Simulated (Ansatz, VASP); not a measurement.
## TaN: VASP beside Ansatz

The input INCAR:

```
SYSTEM = TaN
  PREC = Accurate
  ENCUT = 520
  EDIFF = 1E-7
  ISMEAR = -1
  SIGMA = 0.02
  LREAL = .FALSE.
  LASPH = .TRUE.
  NELM = 100
  ALGO = Normal
  ISIF = 2
  LWAVE = .FALSE.
  LCHARG = .TRUE.
  GGA = PS
  LELF = .TRUE.
  LVHAR = .TRUE.
  NBANDS = 15
```

File KPOINTS:

```
Automatic mesh
0
G
  9 9 9
  0 0 0
```

Contents of POSCAR:

```
TaN
1.0
    0.0000000000      2.1790000000      2.1136300000
    2.1790000000      0.0000000000      2.1136300000
    2.1790000000      2.1790000000      0.0000000000
Ta N
1 1
Direct
    0.5000000000      0.5000000000      0.5000000000
    0.0000000000      0.0000000000      0.0000000000
```

Input for Ansatz:

```yaml
crystal:
  lattice:
    - [0.0, 2.179, 2.11363]
    - [2.179, 0.0, 2.11363]
    - [2.179, 2.179, 0.0]
  atoms:
    - { symbol: Ta, position: [0.5, 0.5, 0.5] }
    - { symbol: "N", position: [0.0, 0.0, 0.0] }
kpoints:
  mp_grid: { grid: [9, 9, 9] }
  band_path:
    path:
      - [0.0, 0.0, 0.0]
      - [0.0, 0.5, 0.5]
      - [0.25, 0.75, 0.5]
      - [0.0, 0.5, 0.0]
      - [0.0, 0.0, 0.0]
      - [0.5, 0.5, 0.0]
      - [0.3828515251, 0.6171484749, 0.0]
      - [-0.3828515251, 0.3828515251, 0.0]
      - [0.0, 0.0, 0.0]
    npoints: 5
scf:
  occupations: { method: fermi_dirac, width: 0.02 }
hamiltonian:
  xc: pbesol
  pseudopotentials: { kind: all_electron, lapw: { basis_error: 0.0005 } }
output:
  forces: true
  stress: true
  eigenvalues: true
```

Change from the starting cell: zz strain of -3 %.

Alike in both runs: task single point; functional PBEsol; k mesh 9 × 9 × 9; occupations fermi-dirac, width 0.02 eV; no spin polarisation.

|  | VASP | Ansatz |
| --- | --- | --- |
| version | VASP 6.6.1 | Ansatz 0.2.0 |
| potentials or method | VASP PAW PBE potentials, release 64 (Ta_pv, N), cutoff 520 eV | all-electron LAPW, scalar-relativistic |

```tsv
	VASP	Ansatz	Ansatz less VASP
pressure (GPa)	18.8	17.3	-1.44
traceless stress, the component that is largest in VASP (GPa)	17.26	16.88	-0.377
```

VASP's potentials were made for PBE, not for PBEsol. Ansatz ran all-electron here, and VASP with PAW potentials.

Spin-orbit coupling is off throughout.
